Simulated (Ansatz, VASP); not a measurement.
## Two plane-wave programs on TiNi

Contents of INCAR:

```
ALGO = Fast
EDIFF = 1E-6
ENCUT = 520
GGA = PS
ISIF = 2
ISMEAR = 0
LASPH = T
LCHARG = T
LELF = T
LREAL = F
LVHAR = T
LWAVE = F
NBANDS = 18
NELM = 100
PREC = Accurate
SIGMA = 0.15
```

Contents of KPOINTS:

```
k-points
0
Gamma
  18 18 14
```

POSCAR

```
TiNi
1.0
    2.8725931500      0.0000000000      0.0000000000
    0.0000000000      2.8725931500      0.0000000000
    0.0000000000      0.0000000000      3.7604805000
Ti Ni
1 1
Direct
    0.5000000000      0.5000000000      0.5000000000
    0.0000000000      0.0000000000      0.0000000000
```

Input for Ansatz:

```yaml
crystal:
  lattice:
    - [2.87259315, 0.0, 0.0]
    - [0.0, 2.87259315, 0.0]
    - [0.0, 0.0, 3.7604805]
  atoms:
    - { symbol: Ti, position: [0.5, 0.5, 0.5] }
    - { symbol: Ni, position: [0.0, 0.0, 0.0] }
basis:
  ecutwfc: 420
kpoints:
  mp_grid: { grid: [18, 18, 14] }
hamiltonian:
  xc: pbesol
scf:
  occupations: { method: gaussian, width: 0.15 }
output:
  forces: true
  stress: true
  eigenvalues: true
```

Change from the starting cell: strain +0.050 along x and y, +0.050 along z, atoms carried along.

Alike in both runs: task single point; functional PBEsol; k mesh 18 × 18 × 14; occupations gaussian, width 0.15 eV; no spin polarisation.

|  | VASP | Ansatz |
| --- | --- | --- |
| version | VASP 6.6.1 | Ansatz 0.2.0 |
| potentials or method | VASP PAW PBE potentials, release 64 (Ti_sv, Ni), cutoff 520 eV | scalar-relativistic, plane waves, PAW |
| valence electrons in the cell | 22 | 30 |

|  | VASP | Ansatz | Ansatz less VASP |
| --- | --- | --- | --- |
| gap on the k mesh at the Fermi level (eV) | none | none | - |
| pressure (GPa) | -21.4 | -21.6 | -0.17 |
| traceless stress, the component that is largest in VASP (GPa) | -2.57 | -2.53 | +0.036 |

VASP's potentials were made for PBE, not for PBEsol. A gap of «none» marks a metal or a gap that the smearing closes. With one functional, cell and mesh, what is left measures potentials, basis and numerics. VASP's potentials hold 22 valence electrons a cell and Ansatz's 30, so a difference there can come from the potentials and not from the codes.
